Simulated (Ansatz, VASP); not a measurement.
# One calculation of Al3Cu2, two programs

POSCAR

```
Al3Cu2
1.0
    3.7736668406      0.0000000000      0.0000000000
   -1.8868334203      3.2680913494      0.0000000000
    0.0000000000      0.0000000000      5.1894558481
Al Cu
3 2
Direct
    0.0000000000      0.0000000000      0.0000000000
    0.3333333333      0.6666666667      0.3501725384
    0.6666666667      0.3333333333      0.6498274616
    0.3333333333      0.6666666667      0.8401683181
    0.6666666667      0.3333333333      0.1598316819
```

INCAR.step1

```
ALGO = Normal
EDIFF = 1E-4
ENCUT = 520
GGA = PE
ISMEAR = 0
LASPH = True
LCHARG = False
LREAL = False
LWAVE = True
NBANDS = 24
NELM = 80
PREC = Accurate
SIGMA = 0.15
```

INCAR.step2

```
ALGO = Normal
EDIFF = 1E-6
ENCUT = 520
ISIF = 2
ISMEAR = 0
ISTART = 1
LASPH = True
LCHARG = False
LMIXTAU = True
LREAL = False
LWAVE = False
METAGGA = R2SCAN
NBANDS = 24
NELM = 80
PREC = Accurate
SIGMA = 0.15
```

The input KPOINTS:

```
k-points
0
Gamma
  12 12 10
```

Input for Ansatz:

```yaml
crystal:
  lattice:
    - [3.7736668406, 0.0, 0.0]
    - [-1.8868334203, 3.2680913494, 0.0]
    - [0.0, 0.0, 5.1894558481]
  atoms:
    - { symbol: Al, position: [0.0, 0.0, 0.0] }
    - { symbol: Al, position: [0.3333333333, 0.6666666667, 0.3501725384] }
    - { symbol: Al, position: [0.6666666667, 0.3333333333, 0.6498274616] }
    - { symbol: Cu, position: [0.3333333333, 0.6666666667, 0.8401683181] }
    - { symbol: Cu, position: [0.6666666667, 0.3333333333, 0.1598316819] }
basis:
  ecutwfc: 500
kpoints:
  mp_grid: { grid: [12, 12, 10] }
hamiltonian:
  xc: r2scan
scf:
  occupations: { method: gaussian, width: 0.15 }
output:
  forces: true
  stress: true
  eigenvalues: true
```

Change from the starting cell: strain -0.080 along x and y, +0.040 along z, atoms carried along.

Alike in both runs: task single point; functional r2SCAN; k mesh 12 × 12 × 10; occupations gaussian, width 0.15 eV; no spin polarisation.

|  | VASP | Ansatz |
| --- | --- | --- |
| version | VASP 6.6.1 | Ansatz 0.2.0 |
| potentials or method | VASP PAW PBE potentials, release 64 (Al, Cu), cutoff 520 eV | scalar-relativistic, plane waves, PAW |
| valence electrons in the cell | 31 | 47 |

```csv
,VASP,Ansatz,Ansatz less VASP
gap on the k mesh at the Fermi level (eV),none,none,-
pressure (GPa),21.7,21.9,+0.24
"traceless stress, the component that is largest in VASP (GPa)",-18.79,-18.90,-0.113
rms of the force components (eV/Å),0.155,0.154,-0.0010
```

VASP's potentials were made for PBE, not for r2SCAN. Atom by atom the forces differ by 0.001 eV/Å (rms over components). A gap of «none» marks a metal or a gap that the smearing closes. VASP's potentials hold 31 valence electrons a cell and Ansatz's 47, so a difference there can come from the potentials and not from the codes.
